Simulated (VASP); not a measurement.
# MgO (P6_3mc) in VASP: further runs, part 2 of 2

VASP 6.6.1. Earlier steps stand in the parts before.

### 4 Single point, PBE (volume 13.229 Å^3 an atom, c/a of the conventional cell 2.6717)

Input file INCAR:

```
  PREC = Accurate
  ENCUT = 520
  EDIFF = 1E-6
  ISMEAR = 0
  SIGMA = 0.05
  LREAL = False
  LASPH = True
  NELM = 100
  ALGO = Normal
  ISIF = 2
  LWAVE = False
  LCHARG = False
  GGA = PE
  NBANDS = 26
```

Input file KPOINTS:

```
regular mesh
0
Gamma
  9 9 4
```

Input file POSCAR:

```
MgO
1.0
    3.5762913623      0.0000000000      0.0000000000
   -1.7881456812      3.0971591711      0.0000000000
    0.0000000000      0.0000000000      9.5547776327
Mg O
4 4
Direct
    0.3333333333      0.6666666667      0.9694906392
    0.0000000000      0.0000000000      0.2208211786
    0.0000000000      0.0000000000      0.7208211786
    0.6666666667      0.3333333333      0.4694906392
    0.3333333333      0.6666666667      0.7800420079
    0.0000000000      0.0000000000      0.5296443544
    0.0000000000      0.0000000000      0.0296443544
    0.6666666667      0.3333333333      0.2800420079
```

Potentials or basis: VASP PAW PBE potentials, release 64 (Mg, O).

Run with:

```bash
> cat potpaw_PBE.64/Mg/POTCAR potpaw_PBE.64/O/POTCAR > POTCAR
> mpirun -np 1 vasp_std > vasp.out
```

OUTCAR:

```text
PREC = Accurate
   ENCUT = 520
   EDIFF = 1E-6
   ISMEAR = 0
   LREAL = False
   LASPH = True
   NELM = 100
   ISIF = 2
   GGA = PE

 ion  position               nearest neighbor table
   1  0.333  0.667  0.969-   5 1.81   7 2.14   7 2.14   7 2.14   3 3.15   3 3.15   3 3.15   2 3.17
                             2 3.17   2 3.17
   2  0.000  0.000  0.221-   7 1.83   8 2.14   8 2.14   8 2.14   4 3.15   4 3.15   4 3.15   1 3.17
                             1 3.17   1 3.17
   3  0.000  0.000  0.721-   6 1.83   5 2.14   5 2.14   5 2.14   1 3.15   1 3.15   1 3.15   4 3.17
                             4 3.17   4 3.17
   4  0.667  0.333  0.469-   8 1.81   6 2.14   6 2.14   6 2.14   2 3.15   2 3.15   2 3.15   3 3.17
                             3 3.17   3 3.17
   5  0.333  0.667  0.780-   1 1.81   3 2.14   3 2.14   3 2.14
   6  0.000  0.000  0.530-   3 1.83   4 2.14   4 2.14   4 2.14
   7  0.000  0.000  0.030-   2 1.83   1 2.14   1 2.14   1 2.14
   8  0.667  0.333  0.280-   4 1.81   2 2.14   2 2.14   2 2.14

  LATTYP: Found a hexagonal cell.
 ALAT       =     3.5762913623
 C/A-ratio  =     2.6717000000

  Lattice vectors:

 A1 = (   3.5762913623,   0.0000000000,   0.0000000000)
 A2 = (  -1.7881456812,   3.0971591711,   0.0000000000)
 A3 = (   0.0000000000,   0.0000000000,   9.5547776327)

Analysis of symmetry for initial positions (statically):
=====================================================================
 Subroutine PRICEL returns:
 Original cell was already a primitive cell.

 Routine SETGRP: Setting up the symmetry group for a
 hexagonal supercell.

 Subroutine GETGRP returns: Found 12 space group operations
 (whereof  6 operations were pure point group operations)
 out of a pool of 24 trial point group operations.

The static configuration has the point symmetry C_3v.
 The point group associated with its full space group is C_6v.

Analysis of symmetry for dynamics (positions and initial velocities):
[... 145 lines left out ...]
  volume/ion in A,a.u.               =      13.23        89.27
  Fermi-wavevector in a.u.,A,eV,Ry     =   1.098801  2.076433 16.427188  1.207364
  Thomas-Fermi vector in A             =   2.235185
   LORBIT       =      0    0 simple, 1 ext, 2 COOP (PROOUT), +10 PAW based schemes
   GGA     = PE    functional components
   LHFCALC =     F    Hartree Fock is set to
   AEXX    =    0.0000 exact exchange contribution
   IVDW    =     0    specifies the selected vdW correction
   LEPSILON=     F    determine dielectric tensor
   LRPA    =     F    only Hartree local field effects (RPA)
 non-spin polarized calculation
 Gauss-broadening in eV      SIGMA  =   0.05
  energy-cutoff  :      520.00
  volume of cell :      105.83
 maximum number of plane-waves:      2916
 NGX is ok and might be reduce to    28
   NGX = 13   NGY = 13   NGZ = 35

 number of electron      32.0000004 magnetization

 Free energy of the ion-electron system (eV)
  ---------------------------------------------------
  ext. energy  EPLUGINS =         0.00000000
  ---------------------------------------------------
  free energy    TOTEN  =       -45.30110577 eV

  energy without entropy =      -45.30110577  energy(sigma->0) =      -45.30110577

 E-fermi :   0.8486     XC(G=0):  -9.2494

 val. band max:        0.5702074188   @ k =   0.0000   0.0000   0.0000
 cond. band min:       3.2583739453   @ k =   0.0000   0.0000   0.0000
 fundamental gap:      2.6881665265
 Fermi energy:         0.8485647771

 k-point     1 :       0.0000    0.0000    0.0000
  band No.  band energies     occupation
      1     -15.3741      2.00000
      2     -15.0454      2.00000
      3     -14.9329      2.00000
      4     -14.5861      2.00000
      5      -2.1098      2.00000
      6      -1.2910      2.00000
[... 685 lines left out ...]
     25      11.7806      0.00000
     26      12.2889      0.00000

 [... further k-points ...]
[... 5 lines left out ...]
  --------------------------------------------------------------------------------------
  -------------------------------------------------------------------------------------
  Total      -10.4596994    -10.4596994     14.1063941      0.0000000     -0.0000000      0.0000000
  in kB     -158.3480727   -158.3480727    213.5549255      0.0000000     -0.0000000      0.0000000
  external PRESSURE =     -34.3804066 kB  Pullay stress =       0.0000000 kB

 VOLUME and BASIS-vectors are now :
 -----------------------------------------------------------------------------
  energy-cutoff  :      520.00
  volume of cell :      105.83
      direct lattice vectors                 reciprocal lattice vectors
     3.576291362  0.000000000  0.000000000     0.279619276  0.161438264  0.000000000
    -1.788145681  3.097159171  0.000000000     0.000000000  0.322876528  0.000000000
     0.000000000  0.000000000  9.554777633     0.000000000  0.000000000  0.104659683

 POSITION                                       TOTAL-FORCE (eV/Angst)
 -----------------------------------------------------------------------------------
     -0.00000      2.06477      9.26327         0.000000     -0.000000      2.063127
      0.00000      0.00000      2.10990         0.000000     -0.000000      2.216047
      0.00000      0.00000      6.88729        -0.000000      0.000000      2.216047
      1.78815      1.03239      4.48588         0.000000     -0.000000      2.063127
     -0.00000      2.06477      7.45313        -0.000000     -0.000000     -2.170164
      0.00000      0.00000      5.06063         0.000000      0.000000     -2.109010
      0.00000      0.00000      0.28325         0.000000     -0.000000     -2.109010
      1.78815      1.03239      2.67574         0.000000     -0.000000     -2.170164
 -----------------------------------------------------------------------------------
    total drift:                                0.000000      0.000000      0.004317

  FREE ENERGIE OF THE ION-ELECTRON SYSTEM (eV)
  ---------------------------------------------------
  free  energy   TOTEN  =       -45.3011057720 eV

  energy  without entropy=      -45.3011057720  energy(sigma->0) =      -45.30110577
```

stdout:

```text
POSCAR found type information on POSCAR MgO
 POSCAR found :  2 types and       8 ions
 scaLAPACK will be used
 LDA part: xc-table for (Slater+PW92), standard interpolation
 POSCAR, INCAR and KPOINTS ok, starting setup
 FFT: planning ... GRIDC
 FFT: planning ... GRID_SOFT
 FFT: planning ... GRID
 WAVECAR not read
 entering main loop
```

It took 1.8 min on 1 thread of AMD EPYC 7R43 (Zen 3), shared host; peak memory 0.22 GiB.

Results:

```
Free energy            : -45.3011 eV
Pressure               : -3.4 GPa
Largest force          : 2.216 eV/Å
Band gap on the k mesh : 2.69 eV, direct
```

Forces on the atoms (eV/Å):
```
Mg   0.000  0.000  2.063
Mg   0.000  0.000  2.216
Mg   0.000  0.000  2.216
Mg   0.000  0.000  2.063
O    0.000  0.000 -2.170
O    0.000  0.000 -2.109
O    0.000  0.000 -2.109
O    0.000  0.000 -2.170
```

Levels at points of the mesh, in eV from the valence-band top:
| k point | band 14 | band 15 | band 16 | band 17 | band 18 | band 19 |
| --- | --- | --- | --- | --- | --- | --- |
| (0.00, 0.00, 0.00) | -0.39 | -0.39 | 0.00 | 2.69 | 4.98 | 5.27 |
| (0.00, 0.00, 0.50) | -0.46 | -0.46 | -0.46 | 3.57 | 3.57 | 6.65 |

Caveat: forces of over 1 eV/Å act on the atoms, so gaps and moduli don't describe the material at rest. A k mesh can miss the band edges.

### 5 Single point, PBE (volume 13.229 Å^3 an atom, c/a of the conventional cell 3.4054)

Input file INCAR:

```
SYSTEM = MgO
PREC = Accurate
ENCUT = 520
EDIFF = 1E-6
ISMEAR = 0
SIGMA = 0.05
LREAL = .FALSE.
LASPH = .TRUE.
NELM = 60
ALGO = Normal
ISIF = 2
LWAVE = .FALSE.
LCHARG = .FALSE.
GGA = PE
NBANDS = 26
```

Input file KPOINTS:

```
regular mesh
0
G
  9 9 4
  0 0 0
```

Edit POSCAR of step 4 so:

```diff
@@ -2,5 +2,5 @@
 1.0
-    3.5762913623      0.0000000000      0.0000000000
-   -1.7881456812      3.0971591711      0.0000000000
-    0.0000000000      0.0000000000      9.5547776327
+    3.2984209484      0.0000000000      0.0000000000
+   -1.6492104742      2.8565163336      0.0000000000
+    0.0000000000      0.0000000000     11.2324426976
 Mg O
```

Potentials or basis: VASP PAW PBE potentials, release 64 (Mg, O).

Run with:

```bash
> cat potpaw_PBE.64/Mg/POTCAR potpaw_PBE.64/O/POTCAR > POTCAR
> mpirun -np 1 vasp_std > vasp.out
```

OUTCAR:

```text
SYSTEM = MgO
   PREC = Accurate
   ENCUT = 520
   EDIFF = 1E-6
   ISMEAR = 0
   LREAL = .FALSE.
   LASPH = .TRUE.
   NELM = 60
   ISIF = 2
   GGA = PE

 ion  position               nearest neighbor table
   1  0.333  0.667  0.969-   7 2.02   7 2.02   7 2.02   5 2.13   3 3.38   3 3.38   3 3.38   2 3.41
                             2 3.41   2 3.41
   2  0.000  0.000  0.221-   8 2.02   8 2.02   8 2.02   7 2.15   4 3.38   4 3.38   4 3.38   1 3.41
                             1 3.41   1 3.41
   3  0.000  0.000  0.721-   5 2.02   5 2.02   5 2.02   6 2.15   1 3.38   1 3.38   1 3.38   4 3.41
                             4 3.41   4 3.41
   4  0.667  0.333  0.469-   6 2.02   6 2.02   6 2.02   8 2.13   2 3.38   2 3.38   2 3.38   3 3.41
                             3 3.41   3 3.41
   5  0.333  0.667  0.780-   3 2.02   3 2.02   3 2.02   1 2.13
   6  0.000  0.000  0.530-   4 2.02   4 2.02   4 2.02   3 2.15
   7  0.000  0.000  0.030-   1 2.02   1 2.02   1 2.02   2 2.15
   8  0.667  0.333  0.280-   2 2.02   2 2.02   2 2.02   4 2.13

  LATTYP: Found a hexagonal cell.
 ALAT       =     3.2984209484
 C/A-ratio  =     3.4054000000

  Lattice vectors:

 A1 = (   3.2984209484,   0.0000000000,   0.0000000000)
 A2 = (  -1.6492104742,   2.8565163336,   0.0000000000)
 A3 = (   0.0000000000,   0.0000000000,  11.2324426976)

Analysis of symmetry for initial positions (statically):
=====================================================================
 Subroutine PRICEL returns:
 Original cell was already a primitive cell.

 Routine SETGRP: Setting up the symmetry group for a
 hexagonal supercell.

 Subroutine GETGRP returns: Found 12 space group operations
 (whereof  6 operations were pure point group operations)
 out of a pool of 24 trial point group operations.

The static configuration has the point symmetry C_3v.
 The point group associated with its full space group is C_6v.

Analysis of symmetry for dynamics (positions and initial velocities):
=====================================================================
 Subroutine PRICEL returns:
 Original cell was already a primitive cell.
[... 143 lines left out ...]
  Fermi-wavevector in a.u.,A,eV,Ry     =   1.098801  2.076433 16.427188  1.207364
  Thomas-Fermi vector in A             =   2.235185
   LORBIT       =      0    0 simple, 1 ext, 2 COOP (PROOUT), +10 PAW based schemes
   GGA     = PE    functional components
   LHFCALC =     F    Hartree Fock is set to
   AEXX    =    0.0000 exact exchange contribution
   IVDW    =     0    specifies the selected vdW correction
   LEPSILON=     F    determine dielectric tensor
   LRPA    =     F    only Hartree local field effects (RPA)
 non-spin polarized calculation
 Gauss-broadening in eV      SIGMA  =   0.05
  energy-cutoff  :      520.00
  volume of cell :      105.83
 maximum number of plane-waves:      2892
 NGX is ok and might be reduce to    28
   NGX = 13   NGY = 13   NGZ = 41

 number of electron      31.9999986 magnetization

 Free energy of the ion-electron system (eV)
  ---------------------------------------------------
  ext. energy  EPLUGINS =         0.00000000
  ---------------------------------------------------
  free energy    TOTEN  =       -46.58483380 eV

  energy without entropy =      -46.58483380  energy(sigma->0) =      -46.58483380

 E-fermi :   0.5310     XC(G=0):  -9.2635

 val. band max:        0.2894665245   @ k =   0.0000   0.0000   0.0000
 cond. band min:       3.3533339248   @ k =   0.0000   0.0000   0.0000
 fundamental gap:      3.0638674003
 Fermi energy:         0.5310275088

 k-point     1 :       0.0000    0.0000    0.0000
  band No.  band energies     occupation
      1     -15.3578      2.00000
      2     -15.1412      2.00000
      3     -15.1099      2.00000
      4     -14.8777      2.00000
      5      -2.5688      2.00000
      6      -1.5058      2.00000
[... 685 lines left out ...]
     25      12.0371      0.00000
     26      12.1825      0.00000

 [... further k-points ...]
[... 5 lines left out ...]
  --------------------------------------------------------------------------------------
  -------------------------------------------------------------------------------------
  Total       -2.7698432     -2.7698432     -9.0484488      0.0000000      0.0000000      0.0000000
  in kB      -41.9323075    -41.9323075   -136.9833285      0.0000000      0.0000000      0.0000000
  external PRESSURE =     -73.6159812 kB  Pullay stress =       0.0000000 kB

 VOLUME and BASIS-vectors are now :
 -----------------------------------------------------------------------------
  energy-cutoff  :      520.00
  volume of cell :      105.83
      direct lattice vectors                 reciprocal lattice vectors
     3.298420948  0.000000000  0.000000000     0.303175373  0.175038383  0.000000000
    -1.649210474  2.856516334  0.000000000     0.000000000  0.350076766  0.000000000
     0.000000000  0.000000000 11.232442698     0.000000000  0.000000000  0.089027830

 POSITION                                       TOTAL-FORCE (eV/Angst)
 -----------------------------------------------------------------------------------
     -0.00000      1.90434     10.88975        -0.000000     -0.000000     -0.227377
      0.00000      0.00000      2.48036        -0.000000      0.000000     -0.246418
      0.00000      0.00000      8.09658         0.000000      0.000000     -0.246418
      1.64921      0.95217      5.27353        -0.000000      0.000000     -0.227377
     -0.00000      1.90434      8.76178        -0.000000      0.000000      0.259733
      0.00000      0.00000      5.94920        -0.000000      0.000000      0.214062
      0.00000      0.00000      0.33298         0.000000     -0.000000      0.214062
      1.64921      0.95217      3.14556         0.000000      0.000000      0.259733
 -----------------------------------------------------------------------------------
    total drift:                               -0.000000     -0.000000      0.001703

  FREE ENERGIE OF THE ION-ELECTRON SYSTEM (eV)
  ---------------------------------------------------
  free  energy   TOTEN  =       -46.5848338044 eV

  energy  without entropy=      -46.5848338044  energy(sigma->0) =      -46.58483380
```

Wall time 2.2 min (1 thread of AMD EPYC 7R43 (Zen 3), shared host); peak memory 0.24 GiB.

What came out:

| Property | Result |
| --- | --- |
| Free energy | -46.5848 eV |
| Pressure | -7.4 GPa |
| Largest force | 0.260 eV/Å |
| Band gap on the k mesh | 3.06 eV, direct |

Forces in eV/Å, atoms in the order of the input:
```
Mg   0.000  0.000 -0.227
Mg   0.000  0.000 -0.246
Mg   0.000  0.000 -0.246
Mg   0.000  0.000 -0.227
O    0.000  0.000  0.260
O    0.000  0.000  0.214
O    0.000  0.000  0.214
O    0.000  0.000  0.260
```

Stress tensor (GPa, compression positive):
```
 -4.19   0.00   0.00
  0.00  -4.19   0.00
  0.00   0.00 -13.70
```

Levels at points of the mesh, in eV from the valence-band top:
```csv
k point,band 12,band 13,band 14,band 15,band 16,band 17,band 18,band 19,band 20,band 21
"(0.00, 0.00, 0.00)",-0.07,-0.06,-0.06,0.00,0.00,3.06,5.31,5.38,8.10,8.80
"(0.00, 0.00, 0.50)",-0.14,-0.02,-0.02,-0.02,-0.02,3.86,3.86,6.89,6.89,10.07
```

### 6 The runs side by side

```csv
cell,gap on the mesh (eV),pressure (GPa),largest force (eV/Å)
"a = 3.435, b = 3.435, c = 10.360 Å, angles 90.0, 90.0, 120.0°, 8 atoms",2.92,-7.6,0.44
"a = 3.168, b = 3.168, c = 12.179 Å, angles 90.0, 90.0, 120.0°, 8 atoms",2.66,-3.7,0.31
"a = 3.576, b = 3.576, c = 9.555 Å, angles 90.0, 90.0, 120.0°, 8 atoms",2.69,-3.4,2.22
"a = 3.298, b = 3.298, c = 11.232 Å, angles 90.0, 90.0, 120.0°, 8 atoms",3.06,-7.4,0.26
```

Alike in all rows: task single point; level PBE; potentials or basis VASP PAW PBE potentials, release 64 (Mg, O); no spin polarisation; k mesh 9 × 9 × 4; cutoff (eV) 520; smearing gaussian 0.05 eV.

Caveats: forces of over 1 eV/Å act on the atoms, so gaps and moduli don't describe the material at rest (some runs).

Total energies depend on the potentials used, so only differences within one code and one set of settings carry meaning.
